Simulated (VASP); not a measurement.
BN:

```
B N
1.0
     0.00000    1.74583    1.74583
     1.74583    0.00000    1.74583
     1.74583    1.74583    0.00000
B N
1 1
Direct
  0.00000 0.00000 0.00000
  0.50000 0.50000 0.50000
```

Base run:

| Quantity | Value |
| --- | --- |
| Program | VASP 6.6.1 |
| Functional | PBE |
| Potentials or basis | VASP PAW PBE potentials, release 64 (B, N) |
| Cutoff | 520 eV |
| k mesh | 8 × 8 × 8 |
| Occupations | gaussian, width 0.01 eV |
| Spin | no spin polarisation |

Its results: band gap on the k mesh 1.33 eV, indirect (least direct gap 5.85 eV); pressure 3.8 GPa.

After a change of settings the same cell gave: band gap on the k mesh 1.81 eV, indirect (least direct gap 5.76 eV); pressure 3.6 GPa. Which change was it?
A. k mesh from 8 × 8 × 8 to 4 × 4 × 4
B. cutoff from 520 eV to 600 eV; occupations from gaussian, width 0.01 eV to methfessel-paxton, width 0.188 eV; further incar settings from ALGO = Normal; EDIFF = 1e-07; NBANDS = 11 to ALGO = Normal; EDIFF = 1e-06; NBANDS = 11
C. occupations from gaussian, width 0.01 eV to tetrahedron; further incar settings from ALGO = Normal; EDIFF = 1e-07; NBANDS = 11 to ALGO = Normal; EDIFF = 1e-06; NBANDS = 11
D. functional from PBE to r2SCAN; further incar settings from ALGO = Normal; EDIFF = 1e-07; NBANDS = 11 to ALGO = Normal; EDIFF = 1e-06; NBANDS = 11

A.

Caveats: some runs use coarse meshes.
